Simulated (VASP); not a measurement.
# CdS (Fm-3m) in VASP: a series of runs

Aim: see how the results for CdS move with the level of theory and the settings. Levels: PBE, PBE+D3(BJ). Tasks: single point, relaxation of cell and atoms.

All numbers are computed with VASP 6.6.1; they aren't measurements. Logs are shortened: lines on timing, memory, paths and dates and some standing lists are left out, and cuts for length are marked.

### 1 The cell of the first run

Symmetry: Fm-3m, No. 225, cubic system. Conventional cell: a = 5.506 Å, b = 5.506 Å, c = 5.506 Å, α = 90.00°, β = 90.00°, γ = 90.00°. Within 3.6 Å of Cd (site symmetry m-3m) lie 6 S at 2.75 Å. S (site symmetry m-3m) has 6 Cd at 2.75 Å within 3.6 Å.

### 2 Single point, PBE

INCAR

```
PREC     = Accurate       # precision mode
ENCUT    = 520            # plane-wave cutoff, eV
EDIFF    = 1E-7           # SCF threshold, eV
ISMEAR   = 0              # smearing method
SIGMA    = 0.028000000000000004 # smearing width, eV
LREAL    = F              # projectors in reciprocal space
LASPH    = T              # aspherical terms in the spheres
NELM     = 60             # most SCF steps
ALGO     = Normal         # electronic algorithm
ISIF     = 2              # what is computed and relaxed
LWAVE    = F              # write WAVECAR
LCHARG   = T              # write CHGCAR
GGA      = PE             # functional
LELF     = T              # ELF
LVHAR    = T            
NBANDS   = 16             # bands
```

KPOINTS

```
Automatic mesh
0
Gamma
  8 8 8
```

POSCAR

```
CdS
1.0
    0.0000000000      2.7532440000      2.7532440000
    2.7532440000      0.0000000000      2.7532440000
    2.7532440000      2.7532440000      0.0000000000
Cd S
1 1
Direct
    0.0000000000      0.0000000000      0.0000000000
    0.5000000000      0.5000000000      0.5000000000
```

Potentials or basis: VASP PAW PBE potentials, release 64 (Cd, S).

Launch:

```sh
cat potpaw_PBE.64/Cd/POTCAR potpaw_PBE.64/S/POTCAR > POTCAR
mpirun -np 1 vasp_std > vasp.out
```

OUTCAR:

```text
PREC = Accurate
   ENCUT = 520
   EDIFF = 1E-7
   ISMEAR = 0
   LREAL = F
   LASPH = T
   NELM = 60
   ISIF = 2
   GGA = PE

 ion  position               nearest neighbor table
   1  0.000  0.000  0.000-   2 2.75   2 2.75   2 2.75   2 2.75   2 2.75   2 2.75
   2  0.500  0.500  0.500-   1 2.75   1 2.75   1 2.75   1 2.75   1 2.75   1 2.75

  LATTYP: Found a face centered cubic cell.
 ALAT       =     5.5064880000

  Lattice vectors:

 A1 = (   0.0000000000,   2.7532440000,   2.7532440000)
 A2 = (   2.7532440000,   0.0000000000,   2.7532440000)
 A3 = (   2.7532440000,   2.7532440000,   0.0000000000)

Analysis of symmetry for initial positions (statically):
=====================================================================
 Subroutine PRICEL returns:
 Original cell was already a primitive cell.

 Routine SETGRP: Setting up the symmetry group for a
 face centered cubic supercell.

 Subroutine GETGRP returns: Found 48 space group operations
[... 9 lines left out ...]

 Routine SETGRP: Setting up the symmetry group for a
 face centered cubic supercell.

 Subroutine GETGRP returns: Found 48 space group operations
[... 11 lines left out ...]
                                     Primitive cell

  volume of cell :      41.7411

  direct lattice vectors                    reciprocal lattice vectors
     0.000000000  2.753244000  2.753244000    -0.181603955  0.181603955  0.181603955
     2.753244000  0.000000000  2.753244000     0.181603955 -0.181603955  0.181603955
     2.753244000  2.753244000  0.000000000     0.181603955  0.181603955 -0.181603955

  length of vectors
     3.893675005  3.893675005  3.893675005     0.314547277  0.314547277  0.314547277

  position of ions in fractional coordinates (direct lattice)
     0.000000000  0.000000000  0.000000000
     0.500000000  0.500000000  0.500000000

  ion indices of the primitive-cell ions
   primitive index   ion index
                 1           1
                 2           2

----------------------------------------------------------------------------------------

 KPOINTS: Automatic mesh

Automatic generation of k-mesh.
 Grid dimensions read from file:
 generate k-points for:    8    8    8

 Generating k-lattice:

  Cartesian coordinates                     Fractional coordinates (reciprocal lattice)
    -0.022700494  0.022700494  0.022700494     0.125000000  0.000000000  0.000000000
     0.022700494 -0.022700494  0.022700494     0.000000000  0.125000000  0.000000000
     0.022700494  0.022700494 -0.022700494     0.000000000  0.000000000  0.125000000

  Length of vectors
     0.039318410  0.039318410  0.039318410

  Shift w.r.t. Gamma in fractional coordinates (k-lattice)
     0.000000000  0.000000000  0.000000000

 Subroutine IBZKPT returns following result:
 ===========================================

 Found     29 irreducible k-points:

 Following reciprocal coordinates:
            Coordinates               Weight
  0.000000  0.000000  0.000000      1.000000
  0.125000  0.000000  0.000000      8.000000
  0.250000  0.000000  0.000000      8.000000
  0.375000  0.000000  0.000000      8.000000
  0.500000  0.000000  0.000000      4.000000
  0.125000  0.125000  0.000000      6.000000
[... 16 lines left out ...]
  0.500000  0.250000  0.125000     48.000000
 -0.375000  0.250000  0.125000     24.000000
 [... further k-points ...]
   k-points           NKPTS =     29   k-points in BZ     NKDIM =     29   number of bands    NBANDS=     16
   number of dos      NEDOS =    301   number of ions     NIONS =      2
   total plane-waves  NPLWV =  27000
   dimension x,y,z NGX =    30 NGY =   30 NGZ =   30
   dimension x,y,z NGXF=    60 NGYF=   60 NGZF=   60
   ions per type =               1   1
   NGX,Y,Z   is equivalent  to a cutoff of  12.81, 12.81, 12.81 a.u.
   NGXF,Y,Z  is equivalent  to a cutoff of  25.62, 25.62, 25.62 a.u.
 SYSTEM =  unknown system
   PREC   = accura    normal or accurate (medium, high low for compatibility)
   ISTART =      0    job   : 0-new  1-cont  2-samecut
   ICHARG =      2    charge: 1-file 2-atom 10-const
   ISPIN  =      1    spin polarized calculation?
   LNONCOLLINEAR =      F non collinear calculations
   LSORBIT =      F    spin-orbit coupling
   LASPH  =      T    aspherical Exc in radial PAW
   ENCUT  =  520.0 eV  38.22 Ry    6.18 a.u.   7.24  7.24  7.24*2*pi/ulx,y,z
   NELM   =     60;   NELMIN=  2; NELMDL= -5     # of ELM steps
   EDIFF  = 0.1E-06   stopping-criterion for ELM
   LREAL  =      F    real-space projection
   EDIFFG = 0.1E-05   stopping-criterion for IOM
   NSW    =      0    number of steps for IOM
   IBRION =     -1    ionic relax: 0-MD 1-quasi-New 2-CG
   NFREE  =      0    steps in history (QN), initial steepest desc. (CG)
   ISIF   =      2    stress and relaxation
   ISYM   =      2    0-nonsym 1-usesym 2-fastsym
   POTIM  = 0.5000    time-step for ionic-motion
   TEBEG  =    0.0;   TEEND  =   0.0 temperature during run
   PSTRESS=    0.0 pullay stress
   NELECT =      18.0000    total number of electrons
   NUPDOWN=      -1.0000    fix difference up-down
   EMIN   =  10.00;   EMAX   =-10.00  energy-range for DOS
   EFERMI =   0.00;   METHOD = LEGACY
   ISMEAR =     0;   SIGMA  =   0.03  broadening in eV -4-tet -1-fermi 0-gaus
   EFERMI_NEDOS =   21; number of points for ismear=-14 and -15
   IALGO  =     38    algorithm
   IMIX   =      4    mixing-type and parameters
     AMIX     =   0.40;   BMIX     =  1.00
     AMIX_MAG =   1.60;   BMIX_MAG =  1.00
  volume/ion in A,a.u.               =      20.87       140.84
  Fermi-wavevector in a.u.,A,eV,Ry     =   1.236833  2.337275 20.813583  1.529755
  Thomas-Fermi vector in A             =   2.371425
   LORBIT       =      0    0 simple, 1 ext, 2 COOP (PROOUT), +10 PAW based schemes
   GGA     = PE    functional components
   LHFCALC =     F    Hartree Fock is set to
   AEXX    =    0.0000 exact exchange contribution
   IVDW    =     0    specifies the selected vdW correction
   LEPSILON=     F    determine dielectric tensor
   LRPA    =     F    only Hartree local field effects (RPA)
 non-spin polarized calculation
 Gauss-broadening in eV      SIGMA  =   0.03
  energy-cutoff  :      520.00
  volume of cell :       41.74
 maximum number of plane-waves:      1158
 NGX is ok and might be reduce to    30
   NGX = 15   NGY = 15   NGZ = 15

 number of electron      18.0000005 magnetization

 Free energy of the ion-electron system (eV)
  ---------------------------------------------------
  ext. energy  EPLUGINS =         0.00000000
  ---------------------------------------------------
  free energy    TOTEN  =        -5.87660290 eV

  energy without entropy =       -5.87660290  energy(sigma->0) =       -5.87660290

 E-fermi :   2.8324     XC(G=0): -10.3034

 val. band max:        2.7131861877   @ k =   0.5000   0.0000   0.0000
 cond. band min:       2.9676237044   @ k =   0.5000   0.5000   0.0000
 fundamental gap:      0.2544375167
 Fermi energy:         2.8323827297

 k-point     1 :       0.0000    0.0000    0.0000
  band No.  band energies     occupation
      1      -9.9458      2.00000
      2      -4.8595      2.00000
      3      -4.8595      2.00000
      4      -4.8595      2.00000
      5      -4.8591      2.00000
      6      -4.8591      2.00000
[... 8 lines left out ...]
     15      14.0311      0.00000
     16      14.0579      0.00000

 k-point     2 :       0.1250    0.0000    0.0000
  band No.  band energies     occupation
      1      -9.8168      2.00000
      2      -4.9034      2.00000
      3      -4.9034      2.00000
      4      -4.8730      2.00000
      5      -4.8316      2.00000
      6      -4.8316      2.00000
[... 8 lines left out ...]
     15      12.9495      0.00000
     16      13.7483      0.00000

 k-point     3 :       0.2500    0.0000    0.0000
  band No.  band energies     occupation
      1      -9.4718      2.00000
      2      -5.0068      2.00000
      3      -5.0068      2.00000
      4      -4.9235      2.00000
      5      -4.7637      2.00000
      6      -4.7637      2.00000
[... 8 lines left out ...]
     15      13.5375      0.00000
     16      13.5375      0.00000

 k-point     4 :       0.3750    0.0000    0.0000
  band No.  band energies     occupation
      1      -9.0598      2.00000
      2      -5.1060      2.00000
      3      -5.1060      2.00000
      4      -5.0220      2.00000
      5      -4.6944      2.00000
      6      -4.6944      2.00000
[... 8 lines left out ...]
     15      14.7918      0.00000
     16      14.7918      0.00000

 k-point     5 :       0.5000    0.0000    0.0000
  band No.  band energies     occupation
      1      -8.8598      2.00000
      2      -5.1459      2.00000
      3      -5.1459      2.00000
      4      -5.0903      2.00000
      5      -4.6653      2.00000
      6      -4.6653      2.00000
[... 8 lines left out ...]
     15      15.6946      0.00000
     16      15.6946      0.00000

 k-point     6 :       0.1250    0.1250    0.0000
  band No.  band energies     occupation
      1      -9.7803      2.00000
      2      -4.9501      2.00000
      3      -4.8811      2.00000
      4      -4.8439      2.00000
      5      -4.8320      2.00000
      6      -4.8320      2.00000
[... 8 lines left out ...]
     15      15.0857      0.00000
     16      15.1884      0.00000
[... 267 lines left out ...]
 k-point    21 :       0.5000    0.5000    0.0000
  band No.  band energies     occupation
      1      -9.0827      2.00000
      2      -5.0072      2.00000
      3      -4.7553      2.00000
      4      -4.6030      2.00000
      5      -4.6030      2.00000
      6      -3.9578      2.00000
[... 8 lines left out ...]
     15      17.0595      0.00000
     16      17.3325      0.00000

 k-point    22 :       0.3750    0.2500    0.1250
  band No.  band energies     occupation
      1      -9.2822      2.00000
      2      -5.0284      2.00000
      3      -4.9448      2.00000
      4      -4.9175      2.00000
      5      -4.7481      2.00000
      6      -4.6803      2.00000
[... 8 lines left out ...]
     15      15.8157      0.00000
     16      16.5736      0.00000

 k-point    23 :       0.5000    0.2500    0.1250
  band No.  band energies     occupation
      1      -9.0169      2.00000
      2      -5.0335      2.00000
      3      -4.9733      2.00000
      4      -4.9127      2.00000
      5      -4.6894      2.00000
      6      -4.6013      2.00000
[... 8 lines left out ...]
     15      16.2710      0.00000
     16      16.7809      0.00000

 k-point    24 :      -0.3750    0.2500    0.1250
  band No.  band energies     occupation
      1      -8.8998      2.00000
      2      -5.0711      2.00000
      3      -4.9446      2.00000
      4      -4.9024      2.00000
      5      -4.6551      2.00000
      6      -4.5649      2.00000
[... 8 lines left out ...]
     15      14.9554      0.00000
     16      17.0963      0.00000

 [... further k-points ...]
[... 5 lines left out ...]
  --------------------------------------------------------------------------------------
  -------------------------------------------------------------------------------------
  Total       -0.0194040     -0.0194040     -0.0194040      0.0000000      0.0000000     -0.0000000
  in kB       -0.7447962     -0.7447962     -0.7447962      0.0000000      0.0000000     -0.0000000
  external PRESSURE =      -0.7447962 kB  Pullay stress =       0.0000000 kB

 VOLUME and BASIS-vectors are now :
 -----------------------------------------------------------------------------
  energy-cutoff  :      520.00
  volume of cell :       41.74
      direct lattice vectors                 reciprocal lattice vectors
     0.000000000  2.753244000  2.753244000    -0.181603955  0.181603955  0.181603955
     2.753244000  0.000000000  2.753244000     0.181603955 -0.181603955  0.181603955
     2.753244000  2.753244000  0.000000000     0.181603955  0.181603955 -0.181603955

 POSITION                                       TOTAL-FORCE (eV/Angst)
 -----------------------------------------------------------------------------------
      0.00000      0.00000      0.00000         0.000000      0.000000      0.000000
      2.75324      2.75324      2.75324         0.000000      0.000000     -0.000000
 -----------------------------------------------------------------------------------
    total drift:                               -0.000000      0.000000      0.000000

  FREE ENERGIE OF THE ION-ELECTRON SYSTEM (eV)
  ---------------------------------------------------
  free  energy   TOTEN  =        -5.8766028997 eV

  energy  without entropy=       -5.8766028997  energy(sigma->0) =       -5.87660290
```

Run time: 13 s. Hardware: 1 thread of AMD EPYC 9R45 (Zen 5), shared host; peak memory 0.14 GiB.

Results:

* Free energy: -5.8766 eV
* Pressure: -0.1 GPa
* Band gap on the k mesh: 0.25 eV, indirect (least direct gap 1.53 eV)

Levels at points of the mesh, in eV from the valence-band top:
```
           k point  band 6  band 7  band 8  band 9  band 10  band 11  band 12  band 13
(0.00, 0.00, 0.00)   -7.57   -0.70   -0.70   -0.70     0.83     9.23     9.23     9.23
(0.50, 0.00, 0.00)   -7.38   -4.75    0.00    0.00     3.54     5.93     5.93     6.66
(0.50, 0.50, 0.00)   -6.67   -4.10   -2.05   -2.05     0.25     6.07     9.74    11.13
```

A k mesh can miss the band edges.

### 3 Relaxation of cell and atoms, PBE+D3(BJ)

INCAR

```
SYSTEM = CdS
PREC = Accurate
ENCUT = 600
EDIFF = 1E-6
ISMEAR = -1
SIGMA = 0.05
LREAL = .False.
LASPH = .True.
NELM = 60
ALGO = Normal
ISIF = 3
LWAVE = .False.
LCHARG = .False.
GGA = PE
IVDW = 12
IBRION = 2
NSW = 60
EDIFFG = -0.01
```

KPOINTS

```
regular mesh
0
Gamma
  8 8 8
  0 0 0
```

POSCAR is that of step 2.

Potentials or basis: VASP PAW PBE potentials, release 64 (Cd, S).

Launch:

```sh
cat potpaw_PBE.64/Cd/POTCAR potpaw_PBE.64/S/POTCAR > POTCAR
mpirun -np 1 vasp_std > vasp.out
```

Run time: 21 s. Hardware: 1 thread of AMD EPYC 9R45 (Zen 5), shared host; peak memory 0.17 GiB.

Results (log left out):

* Free energy: -6.6400 eV
* Relaxed volume: 20.02 Å³/atom
* Relaxed cell: a = 3.840 Å, b = 3.840 Å, c = 3.840 Å, α = 60.00°, β = 60.00°, γ = 60.00°
* Space group after relaxing (to 0.05 Å): Fm-3m (No. 225)
* Energy gained by relaxing: 8.3 meV/atom
* Ionic steps: 3
* Pressure after relaxing: 0.0 GPa
* Band gap on the k mesh: 0.25 eV, indirect (least direct gap 1.81 eV)
* Dispersion energy per atom: -0.389 eV

Step by step:
```tsv
step	energy change (eV)	largest force (eV/Å)	pressure (GPa)	volume (Å³)
1	0.0000	0.0000	-3.04	41.74
2	-0.0139	0.0000	1.38	39.39
3	-0.0167	0.0000	-0.03	40.05
```

Final structure:
```
CELL_PARAMETERS angstrom
0.00000 2.71549 2.71549
2.71549 0.00000 2.71549
2.71549 2.71549 0.00000
ATOMIC_POSITIONS crystal
Cd 0.00000 0.00000 0.00000
S 0.50000 0.50000 0.50000
```

Levels at points of the mesh, in eV from the valence-band top:
```csv
k point,band 6,band 7,band 8,band 9,band 10,band 11,band 12,band 13
"(0.00, 0.00, 0.00)",-7.66,-0.79,-0.79,-0.79,1.02,9.24,9.24,9.24
"(0.50, 0.00, 0.00)",-7.44,-4.95,0.00,0.00,3.50,5.90,5.90,7.01
"(0.50, 0.50, 0.00)",-6.64,-4.38,-2.22,-2.22,0.25,6.01,10.01,11.45
```

A k mesh can miss the band edges.
